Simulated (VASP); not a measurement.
# Ni (Im-3m) in VASP: further runs

Ni is run at these levels: r2SCAN+D3(BJ); tasks: single point.

All numbers are computed with VASP 6.6.1; they aren't measurements. Logs are shortened: lines on timing, memory, paths and dates and some standing lists are left out, and cuts for length are marked.

**1. The cell of the first run**

It takes space group Im-3m (No. 229, cubic). Conventional cell: a = 2.767 Å, b = 2.767 Å, c = 2.767 Å, α = 90.00°, β = 90.00°, γ = 90.00°. Ni (site symmetry m-3m) has 14 Ni at 2.40 to 2.77 Å within 3.2 Å.

**2. Single point, r2SCAN+D3(BJ), collinear spin, ferromagnetic start**

The input, POSCAR:

```
Ni
1.0
   -1.3837150000      1.3837150000      1.3837150000
    1.3837150000     -1.3837150000      1.3837150000
    1.3837150000      1.3837150000     -1.3837150000
Ni
1
Direct
    0.0000000000      0.0000000000      0.0000000000
```

The input, INCAR.step1:

```
SYSTEM = Ni
  ALGO = Normal
  EDIFF = 1E-4
  ENCUT = 520
  GGA = PE
  ISMEAR = -1
  ISPIN = 2
  LASPH = .True.
  LCHARG = .False.
  LMAXMIX = 4
  LREAL = .False.
  LWAVE = .True.
  MAGMOM = 1.49
  NBANDS = 15
  NELM = 150
  NUPDOWN = 1.4
  PREC = Accurate
  SIGMA = 0.1
```

The input, INCAR.step2:

```
SYSTEM = Ni
  ALGO = Normal
  EDIFF = 1E-6
  ENCUT = 520
  ISIF = 2
  ISMEAR = -1
  ISPIN = 2
  ISTART = 1
  IVDW = 12
  LASPH = .True.
  LCHARG = .True.
  LELF = .True.
  LMAXMIX = 4
  LMIXTAU = .True.
  LORBIT = 11
  LREAL = .False.
  LVHAR = .True.
  LWAVE = .False.
  MAGMOM = 1.49
  METAGGA = R2SCAN
  NBANDS = 15
  NELM = 150
  NUPDOWN = 1.4
  PREC = Accurate
  SIGMA = 0.1
  VDW_A1 = 0.49484001
  VDW_A2 = 5.73083694
  VDW_S6 = 1.0
  VDW_S8 = 0.78981345
```

The input, KPOINTS:

```
k-points
0
Gamma
  15 15 15
  0 0 0
```

Potentials or basis: VASP PAW PBE potentials, release 64 (Ni).

Run with:

```
$ cat potpaw_PBE.64/Ni/POTCAR > POTCAR
$ cp INCAR.step1 INCAR
$ mpirun -np 1 vasp_std > vasp.out
$ cp INCAR.step2 INCAR
$ mpirun -np 1 vasp_std > vasp.out
```

OUTCAR:

```text
SYSTEM = Ni
   EDIFF = 1E-6
   ENCUT = 520
   ISIF = 2
   ISMEAR = -1
   ISPIN = 2
   ISTART = 1
   IVDW = 12
   LASPH = .True.
   LORBIT = 11
   LREAL = .False.
   METAGGA = R2SCAN
   NELM = 150
   NUPDOWN = 1.4
   PREC = Accurate
 IVDW          = 12

 ion  position               nearest neighbor table
   1  0.000  0.000  0.000-

  LATTYP: Found a body centered cubic cell.
 ALAT       =     2.7674300000

  Lattice vectors:

 A1 = (  -1.3837150000,   1.3837150000,   1.3837150000)
 A2 = (   1.3837150000,  -1.3837150000,   1.3837150000)
 A3 = (   1.3837150000,   1.3837150000,  -1.3837150000)

Analysis of symmetry for initial positions (statically):
=====================================================================
 Subroutine PRICEL returns:
 Original cell was already a primitive cell.

 Routine SETGRP: Setting up the symmetry group for a
 body centered cubic supercell.

 Subroutine GETGRP returns: Found 48 space group operations
 (whereof 48 operations were pure point group operations)
 out of a pool of 48 trial point group operations.

The static configuration has the point symmetry O_h .

Analysis of symmetry for dynamics (positions and initial velocities):
=====================================================================
 Subroutine PRICEL returns:
 Original cell was already a primitive cell.

 Routine SETGRP: Setting up the symmetry group for a
 body centered cubic supercell.

 Subroutine GETGRP returns: Found 48 space group operations
 (whereof 48 operations were pure point group operations)
 out of a pool of 48 trial point group operations.

The dynamic configuration has the point symmetry O_h .

Analysis of structural, dynamic, and magnetic symmetry:
=====================================================================
 Subroutine PRICEL returns:
 Original cell was already a primitive cell.

 Routine SETGRP: Setting up the symmetry group for a
 body centered cubic supercell.

 Subroutine GETGRP returns: Found 48 space group operations
 (whereof 48 operations were pure point group operations)
 out of a pool of 48 trial point group operations.

The overall configuration has the point symmetry O_h .

 Subroutine INISYM returns: Found 48 space group operations
 (whereof 48 operations are pure point group operations),
 and found     1 'primitive' translations

----------------------------------------------------------------------------------------

                                     Primitive cell

  volume of cell :      10.5974

  direct lattice vectors                    reciprocal lattice vectors
    -1.383715000  1.383715000  1.383715000     0.000000000  0.361346086  0.361346086
     1.383715000 -1.383715000  1.383715000     0.361346086  0.000000000  0.361346086
     1.383715000  1.383715000 -1.383715000     0.361346086  0.361346086  0.000000000

  length of vectors
     2.396664683  2.396664683  2.396664683     0.511020536  0.511020536  0.511020536

  position of ions in fractional coordinates (direct lattice)
     0.000000000  0.000000000  0.000000000

  ion indices of the primitive-cell ions
   primitive index   ion index
                 1           1

----------------------------------------------------------------------------------------

 KPOINTS: k-points

Automatic generation of k-mesh.
 Grid dimensions read from file:
 generate k-points for:   15   15   15

 Generating k-lattice:

  Cartesian coordinates                     Fractional coordinates (reciprocal lattice)
     0.000000000  0.024089739  0.024089739     0.066666667  0.000000000  0.000000000
     0.024089739  0.000000000  0.024089739     0.000000000  0.066666667  0.000000000
     0.024089739  0.024089739  0.000000000     0.000000000  0.000000000  0.066666667

  Length of vectors
     0.034068036  0.034068036  0.034068036

  Shift w.r.t. Gamma in fractional coordinates (k-lattice)
     0.000000000  0.000000000  0.000000000

 Subroutine IBZKPT returns following result:
 ===========================================

 Found    120 irreducible k-points:

 Following reciprocal coordinates:
            Coordinates               Weight
  0.000000  0.000000  0.000000      1.000000
  0.066667  0.000000  0.000000     12.000000
  0.133333  0.000000  0.000000     12.000000
  0.200000  0.000000  0.000000     12.000000
  0.266667  0.000000  0.000000     12.000000
  0.333333  0.000000  0.000000     12.000000
[... 16 lines left out ...]
  0.333333  0.200000  0.000000     48.000000
  0.400000  0.200000  0.000000     24.000000
 [... further k-points ...]
   k-points           NKPTS =    120   k-points in BZ     NKDIM =    120   number of bands    NBANDS=     15
   number of dos      NEDOS =    301   number of ions     NIONS =      1
   total plane-waves  NPLWV =   5832
   dimension x,y,z NGX =    18 NGY =   18 NGZ =   18
   dimension x,y,z NGXF=    36 NGYF=   36 NGZF=   36
   ions per type =               1
   NGX,Y,Z   is equivalent  to a cutoff of  12.49, 12.49, 12.49 a.u.
   NGXF,Y,Z  is equivalent  to a cutoff of  24.97, 24.97, 24.97 a.u.
 SYSTEM =  Ni
   PREC   = accura    normal or accurate (medium, high low for compatibility)
   ISTART =      1    job   : 0-new  1-cont  2-samecut
   ICHARG =      0    charge: 1-file 2-atom 10-const
   ISPIN  =      2    spin polarized calculation?
   LNONCOLLINEAR =      F non collinear calculations
   LSORBIT =      F    spin-orbit coupling
   LASPH  =      T    aspherical Exc in radial PAW
   ENCUT  =  520.0 eV  38.22 Ry    6.18 a.u.   4.46  4.46  4.46*2*pi/ulx,y,z
   NELM   =    150;   NELMIN=  2; NELMDL=  0     # of ELM steps
   EDIFF  = 0.1E-05   stopping-criterion for ELM
   LREAL  =      F    real-space projection
   EDIFFG = 0.1E-04   stopping-criterion for IOM
   NSW    =      0    number of steps for IOM
   IBRION =     -1    ionic relax: 0-MD 1-quasi-New 2-CG
   NFREE  =      0    steps in history (QN), initial steepest desc. (CG)
   ISIF   =      2    stress and relaxation
   ISYM   =      2    0-nonsym 1-usesym 2-fastsym
   POTIM  = 0.5000    time-step for ionic-motion
   TEBEG  =    0.0;   TEEND  =   0.0 temperature during run
   PSTRESS=    0.0 pullay stress
   NELECT =      10.0000    total number of electrons
   NUPDOWN=       1.4000    fix difference up-down
   EMIN   =  10.00;   EMAX   =-10.00  energy-range for DOS
   EFERMI =   0.00;   METHOD = LEGACY
   ISMEAR =    -1;   SIGMA  =   0.10  broadening in eV -4-tet -1-fermi 0-gaus
   EFERMI_NEDOS =   21; number of points for ismear=-14 and -15
   IALGO  =     38    algorithm
   IMIX   =      4    mixing-type and parameters
     AMIX     =   0.40;   BMIX     =  1.00
     AMIX_MAG =   1.60;   BMIX_MAG =  1.00
  volume/ion in A,a.u.               =      10.60        71.51
  Fermi-wavevector in a.u.,A,eV,Ry     =   1.605739  3.034406 35.081214  2.578397
  Thomas-Fermi vector in A             =   2.702037
   LORBIT       =     11    0 simple, 1 ext, 2 COOP (PROOUT), +10 PAW based schemes
   METAGGA = R2SCAN    functional components
   LHFCALC =     F    Hartree Fock is set to
   AEXX    =    0.0000 exact exchange contribution
   IVDW    =    12    specifies the selected vdW correction
   LEPSILON=     F    determine dielectric tensor
   LRPA    =     F    only Hartree local field effects (RPA)
 spin polarized calculation
  energy-cutoff  :      520.00
  volume of cell :       10.60
 maximum number of plane-waves:       321
 NGX is ok and might be reduce to    18
   NGX =  9   NGY =  9   NGZ =  9

 number of electron      10.0000004 magnetization       1.4000001

 Free energy of the ion-electron system (eV)
  ---------------------------------------------------
  ext. energy  EPLUGINS =         0.00000000
  ---------------------------------------------------
  free energy    TOTEN  =       -11.40764099 eV

  energy without entropy =      -11.33732927  energy(sigma->0) =      -11.37248513

 E-fermi :   9.4057     XC(G=0): -14.6641

 val. band max:       11.8773061416   @ k =   0.4000   0.1333   0.0667
 cond. band min:       9.4092145863   @ k =   0.3333   0.0000   0.0000
 fundamental gap:     -2.4680915554
 Fermi energy:        11.8946729921

 spin component 1

 k-point     1 :       0.0000    0.0000    0.0000
  band No.  band energies     occupation
      1      -0.2259      1.00000
      2       6.0742      1.00000
      3       6.0744      1.00000
      4       6.0744      1.00000
      5       7.1981      1.00000
      6       7.1981      1.00000
      7      37.0543      0.00000
      8      37.0545      0.00000
      9      37.0545      0.00000
     10      42.1820      0.00000
     11      42.1820      0.00000
     12      43.6832      0.00000
     13      43.6834      0.00000
     14      43.6834      0.00000
     15      43.8665      0.00000
[... 397 lines left out ...]
 k-point    24 :       0.4000    0.2000    0.0000
  band No.  band energies     occupation
      1       4.4424      1.00000
      2       5.2411      1.00000
      3       6.1849      1.00000
      4       7.2124      1.00000
      5       7.6250      1.00000
      6      12.4606      0.00347
      7      16.1229      0.00000
      8      22.2578      0.00000
      9      29.6067      0.00000
     10      37.5604      0.00000
     11      43.0414      0.00000
     12      45.8505      0.00000
     13      48.4847      0.00000
     14      51.6842      0.00000
     15      57.6881      0.00000

 [... further k-points ...]

 spin component 2

 k-point     1 :       0.0000    0.0000    0.0000
  band No.  band energies     occupation
      1       0.0670      1.00000
      2       7.6559      1.00000
      3       7.6559      1.00000
      4       7.6561      1.00000
      5       9.3413      0.65549
      6       9.3413      0.65548
      7      37.5223      0.00000
      8      37.5223      0.00000
      9      37.5224      0.00000
     10      42.7198      0.00000
     11      42.7198      0.00000
     12      44.5861      0.00000
     13      44.5865      0.00000
     14      44.5956      0.00000
     15      44.6539      0.00000
[... 397 lines left out ...]
 k-point    24 :       0.4000    0.2000    0.0000
  band No.  band energies     occupation
      1       5.7142      1.00000
      2       6.6838      1.00000
      3       7.5581      1.00000
      4       9.1994      0.88720
      5       9.5858      0.14171
      6      13.3764      0.00000
      7      17.1211      0.00000
      8      22.9469      0.00000
      9      30.2330      0.00000
     10      38.1713      0.00000
     11      43.6150      0.00000
     12      46.6054      0.00000
     13      50.1414      0.00000
     14      55.3302      0.00000
     15      58.3429      0.00000

 [... further k-points ...]

------------------------ aborting loop because EDIFF is reached ----------------------------------------

 Edisp (eV)   -0.22310

 E8    (eV) :    -0.0753

  FORCE on cell =-STRESS in cart. coord.  units (eV):
  Direction    XX          YY          ZZ          XY          YZ          ZX
  --------------------------------------------------------------------------------------
  -------------------------------------------------------------------------------------
  Total       0.56879     0.56879     0.56879     0.00000     0.00000    -0.00000
  in kB      85.99220    85.99220    85.99220     0.00000     0.00000    -0.00000
  external pressure =       85.99 kB  Pullay stress =        0.00 kB

 VOLUME and BASIS-vectors are now :
 -----------------------------------------------------------------------------
  energy-cutoff  :      520.00
  volume of cell :       10.60
      direct lattice vectors                 reciprocal lattice vectors
    -1.383715000  1.383715000  1.383715000     0.000000000  0.361346086  0.361346086
     1.383715000 -1.383715000  1.383715000     0.361346086  0.000000000  0.361346086
     1.383715000  1.383715000 -1.383715000     0.361346086  0.361346086  0.000000000

 POSITION                                       TOTAL-FORCE (eV/Angst)
 -----------------------------------------------------------------------------------
      0.00000      0.00000      0.00000         0.000000      0.000000      0.000000
 -----------------------------------------------------------------------------------
    total drift:                                0.000000      0.000000      0.000000

  FREE ENERGIE OF THE ION-ELECTRON SYSTEM (eV)
  ---------------------------------------------------
  free  energy   TOTEN  =       -11.6307384860 eV

  energy  without entropy=      -11.5604267628  energy(sigma->0) =      -11.59558262

 total charge

# of ion       s       p       d       tot
------------------------------------------
    1        0.544   0.619   8.200   9.363

 magnetization (x)

# of ion       s       p       d       tot
------------------------------------------
    1        0.035   0.076   1.260   1.371
```

It took 1.7 min on 1 thread of Intel Xeon Platinum 8559C (Emerald Rapids), shared host; peak memory 0.15 GiB.

Results:

```
Free energy                                           : -11.6307 eV
Pressure                                              : 8.6 GPa
Net moment                                            : 1.40 μB per cell
Site moments                                          : Ni +1.37 μB
Valence electrons inside the program's atomic spheres : Ni 9.36
Dispersion energy per atom                            : -0.223 eV
```

Caveat: the PAW data sets were made with another functional, which shifts forces and pressure a little; the total moment is fixed, so each spin has its own Fermi level.

**3. Single point, r2SCAN+D3(BJ), collinear spin, ferromagnetic start**

POSCAR is that of step 2.

The input, INCAR.step1:

```
PREC     = Accurate       # precision mode
ENCUT    = 520            # plane-wave cutoff, eV
ISMEAR   = -1             # smearing method
SIGMA    = 0.1            # smearing width, eV
LREAL    = F              # projectors in reciprocal space
LASPH    = T              # aspherical terms in the spheres
NELM     = 150            # most SCF steps
ISPIN    = 2              # spin polarisation
MAGMOM   = 1.82           # initial moments
NUPDOWN  = 1.8            # fixed moment
LMAXMIX  = 4              # l up to which the mixer works
NBANDS   = 15             # bands
GGA      = PE             # functional
ALGO     = Normal         # electronic algorithm
EDIFF    = 1E-4           # SCF threshold, eV
LWAVE    = T              # write WAVECAR
LCHARG   = F              # write CHGCAR
```

The input, INCAR.step2:

```
PREC     = Accurate       # precision mode
ENCUT    = 520            # plane-wave cutoff, eV
EDIFF    = 1E-6           # SCF threshold, eV
ISMEAR   = -1             # smearing method
SIGMA    = 0.1            # smearing width, eV
LREAL    = F              # projectors in reciprocal space
LASPH    = T              # aspherical terms in the spheres
NELM     = 150            # most SCF steps
ALGO     = Normal         # electronic algorithm
ISIF     = 2              # what is computed and relaxed
LWAVE    = F              # write WAVECAR
LCHARG   = F              # write CHGCAR
ISPIN    = 2              # spin polarisation
MAGMOM   = 1.82           # initial moments
LORBIT   = 11             # projections on sites
NUPDOWN  = 1.8            # fixed moment
LMAXMIX  = 4              # l up to which the mixer works
METAGGA  = R2SCAN         # meta-GGA
LMIXTAU  = T            
IVDW     = 12             # dispersion correction
VDW_S6   = 1.0          
VDW_S8   = 0.78981345   
VDW_A1   = 0.49484001   
VDW_A2   = 5.73083694   
NBANDS   = 15             # bands
ISTART   = 1
```

The input, KPOINTS:

```
Automatic mesh
0
Gamma
  15 15 15
```

Potentials or basis: VASP PAW PBE potentials, release 64 (Ni).

Run with:

```
$ cat potpaw_PBE.64/Ni/POTCAR > POTCAR
$ cp INCAR.step1 INCAR
$ mpirun -np 1 vasp_std > vasp.out
$ cp INCAR.step2 INCAR
$ mpirun -np 1 vasp_std > vasp.out
```

It took 1.9 min on 1 thread of Intel Xeon Platinum 8559C (Emerald Rapids), shared host; peak memory 0.15 GiB.

Results (log left out):

* Free energy: -10.9482 eV
* Pressure: 21.5 GPa
* Net moment: 1.80 μB per cell
* Site moments: Ni +1.73 μB
* Valence electrons inside the program's atomic spheres: Ni 9.34
* Dispersion energy per atom: -0.223 eV

Caveat: the PAW data sets were made with another functional, which shifts forces and pressure a little; the total moment is fixed, so each spin has its own Fermi level.
